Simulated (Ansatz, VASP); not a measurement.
# One calculation of C, two programs

Contents of POSCAR:

```
C
1.0
    0.0000000000      1.7857710771      1.7857710771
    1.7857710771      0.0000000000      1.7857710771
    1.7857710771      1.7857710771      0.0000000000
C
2
Direct
    0.0000000000      0.0000000000      0.0000000000
    0.2500000000      0.2500000000      0.2500000000
```

File INCAR.step1:

```
PREC = Accurate
ENCUT = 660
ISMEAR = 0
SIGMA = 0.05
LREAL = F
LASPH = T
NELM = 120
NBANDS = 11
GGA = PE
ALGO = Normal
EDIFF = 1E-5
LWAVE = T
LCHARG = F
GGA_COMPAT = F
```

Contents of INCAR.step2:

```
PREC = Accurate
ENCUT = 660
EDIFF = 1E-6
ISMEAR = 0
SIGMA = 0.05
LREAL = F
LASPH = T
NELM = 120
ALGO = Normal
ISIF = 2
LWAVE = F
LCHARG = T
METAGGA = R2SCAN
LMIXTAU = T
LELF = T
LVHAR = T
NBANDS = 11
ISTART = 1
GGA_COMPAT = F
```

KPOINTS

```
regular mesh
0
Gamma
  12 12 12
```

Input for Ansatz:

```yaml
crystal:
  lattice:
    - [0.0, 1.7857710771, 1.7857710771]
    - [1.7857710771, 0.0, 1.7857710771]
    - [1.7857710771, 1.7857710771, 0.0]
  atoms:
    - { symbol: C, position: [0.0, 0.0, 0.0] }
    - { symbol: C, position: [0.25, 0.25, 0.25] }
basis:
  ecutwfc: 500
  ecutrho_ratio: 4
kpoints:
  mp_grid: { grid: [12, 12, 12] }
hamiltonian:
  xc: r2scan
scf:
  occupations: { method: gaussian, width: 0.05 }
output:
  forces: true
  stress: true
  eigenvalues: true
```

Alike in both runs: task single point; functional r2SCAN; k mesh 12 × 12 × 12; occupations gaussian, width 0.05 eV; no spin polarisation.

```csv
,VASP,Ansatz
version,VASP 6.6.1,Ansatz 0.2.0
potentials or method,"VASP PAW PBE potentials, release 64 (C), cutoff 660 eV","scalar-relativistic, plane waves, PAW"
valence electrons in the cell,8,8
```

VASP gave:

- gap on the k mesh at the Fermi level (eV): 4.33
- least direct gap on the mesh (eV): 5.82
- pressure (GPa): -4.1

**Question.** What did Ansatz give for the same quantities?

**Answer.** gap on the k mesh at the Fermi level (eV): 4.36; least direct gap on the mesh (eV): 5.87; pressure (GPa): -4.2.

VASP's potentials were made for PBE, not for r2SCAN.
